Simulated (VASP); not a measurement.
Crystal: Zr3S2.

```
Zr S
1.0
     2.90254    1.67578    3.48777
    -2.90254    1.67578    3.48777
     0.00000   -3.35156    3.48777
Zr S
3 2
Cartesian
  0.9832 1.7029 5.2317
  0.9832 -1.7029 5.2317
  -1.9663 0.0000 5.2317
  0.0000 0.0000 6.9583
  0.0000 0.0000 3.5050
```

* Program: VASP 6.6.1
* Task: relaxation of cell and atoms
* Functional: PBEsol
* Potentials or basis: VASP PAW PBE potentials, release 64 (Zr_sv, S)
* Cutoff: 600 eV
* k mesh: 6 × 6 × 6
* Occupations: fermi-dirac, width 0.05 eV
* Spin: no spin polarisation

At the start: pressure -4.9 GPa; volume 20.36 Å³/atom.

Q: Where does the relaxation end?

A: Over 8 steps the energy falls by 13.1 meV/atom and the volume is 19.55 Å³/atom (-4.0 %); space group R32 (No. 155, to 0.05 Å).

Step by step:
```
step  energy change (eV)  largest force (eV/Å)  pressure (GPa)  volume (Å³)
   1              0.0000                0.1265           -4.94       101.79
   2              0.0487                0.2437            7.65        92.81
   3             -0.0652                0.0139           -0.07        97.79
   4             -0.0653                0.0168            0.03        97.71
   5             -0.0653                0.0099            0.04        97.70
   6             -0.0653                0.0127            0.04        97.68
   7             -0.0653                0.0116            0.04        97.68
   8             -0.0653                0.0052           -0.06        97.76
```

Final structure:
```cif
data_structure
_symmetry_space_group_name_H-M 'P 1'
_symmetry_Int_Tables_number 1
_cell_length_a 4.7730
_cell_length_b 4.7730
_cell_length_c 4.7730
_cell_angle_alpha 73.718
_cell_angle_beta 73.718
_cell_angle_gamma 73.718
_cell_volume 97.76
loop_
_atom_site_label
_atom_site_type_symbol
_atom_site_fract_x
_atom_site_fract_y
_atom_site_fract_z
_atom_site_occupancy
Zr1 Zr 0.83856 0.50000 0.16144 1
Zr2 Zr 0.50000 0.16144 0.83856 1
Zr3 Zr 0.16144 0.83856 0.50000 1
S1 S 0.66490 0.66490 0.66490 1
S2 S 0.33510 0.33510 0.33510 1
```

Caveat: the PAW data sets were made with another functional, which shifts forces and pressure a little.
